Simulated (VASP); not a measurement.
Wanted: the native input for a VASP 6.6.1 run.

| Quantity | Value |
| --- | --- |
| Task | single point |
| Functional | PBE |
| Potentials or basis | VASP PAW PBE potentials, release 64 (Al, Si) |
| Cutoff | 520 eV |
| k mesh | 12 × 12 × 8 |
| Occupations | gaussian, width 0.1 eV |
| Spin | no spin polarisation |
| Dipole correction | no |
| Further INCAR settings | ALGO = Normal; EDIFF = 1e-06; NBANDS = 20 |

The structure of AlSi5 lies in POSCAR:

```
AlSi5
1.0
    4.8948142079      0.0000000000      0.0000000000
   -2.4474071039      4.2390334508      0.0000000000
    0.0000000000      0.0000000000      4.7175775652
Al Si
1 5
Direct
    0.0000000000      0.0000000000      0.5000000000
    0.3333333333      0.6666666667      0.5000000000
    0.6666666667      0.3333333333      0.5000000000
    0.5000000000      0.0000000000      0.0000000000
    0.0000000000      0.5000000000      0.0000000000
    0.5000000000      0.5000000000      0.0000000000
```

These files were run (other wordings do the same):

INCAR

```
SYSTEM = AlSi5
PREC = Accurate ; ENCUT = 520
EDIFF = 1E-6 ; ISMEAR = 0
SIGMA = 0.1 ; LREAL = .False.
LASPH = .True. ; NELM = 100
ALGO = Normal ; ISIF = 2
LWAVE = .False. ; LCHARG = .True.
GGA = PE ; LELF = .True.
LVHAR = .True. ; NBANDS = 20
```

KPOINTS

```
regular mesh
0
Gamma
  12 12 8
  0 0 0
```

Potentials or basis: VASP PAW PBE potentials, release 64 (Al, Si).

Command:

```bash
$ cat potpaw_PBE.64/Al/POTCAR potpaw_PBE.64/Si/POTCAR > POTCAR
$ mpirun -np 1 vasp_std > vasp.out
```

Results of the run:

- Pressure: 0.0 GPa

Run time: 65 s on 1 thread of Intel(R) Xeon(R) Platinum 8488C (Sapphire Rapids), on a shared host, peak memory 0.29 GiB.
